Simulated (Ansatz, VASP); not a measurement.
## TaH5 in VASP and in Ansatz

```
Ta H
1.0
     0.00000    2.48584    2.48584
     2.48584    0.00000    2.48584
     2.48584    2.48584    0.00000
Ta H
1 5
Direct
  0.00000 0.00000 0.00000
  0.75000 0.75000 0.75000
  0.37484 0.37484 0.87548
  0.37484 0.87548 0.37484
  0.87548 0.37484 0.37484
  0.37484 0.37484 0.37484
```

Change from the starting cell: species swapped into the ZrCu5 type (F-43m, No. 216).

Alike in both runs: functional PBE; k mesh 6 × 6 × 6; occupations gaussian, width 0.1 eV; no spin polarisation.

Ansatz relaxed the structure, and its values are those at the end. VASP's run is a single point on that final structure, the one shown.

|  | VASP | Ansatz |
| --- | --- | --- |
| version | VASP 6.6.1 | Ansatz 0.2.0 |
| potentials or method | VASP PAW PBE potentials, release 64 (Ta_pv, H), cutoff 520 eV | scalar-relativistic, plane waves, PAW |
| valence electrons in the cell | 16 | 18 |

```csv
,VASP,Ansatz,Ansatz less VASP
gap on the k mesh at the Fermi level (eV),none,none,-
pressure (GPa),-0.1,-0.2,-0.06
```

A gap of «none» marks a metal or a gap that the smearing closes. With one functional, cell and mesh, what is left measures potentials, basis and numerics. VASP's potentials hold 16 valence electrons a cell and Ansatz's 18, so a difference there can come from the potentials and not from the codes.

The k mesh is coarse, so the values compare programs but aren't converged. Neither program's run includes spin-orbit coupling.
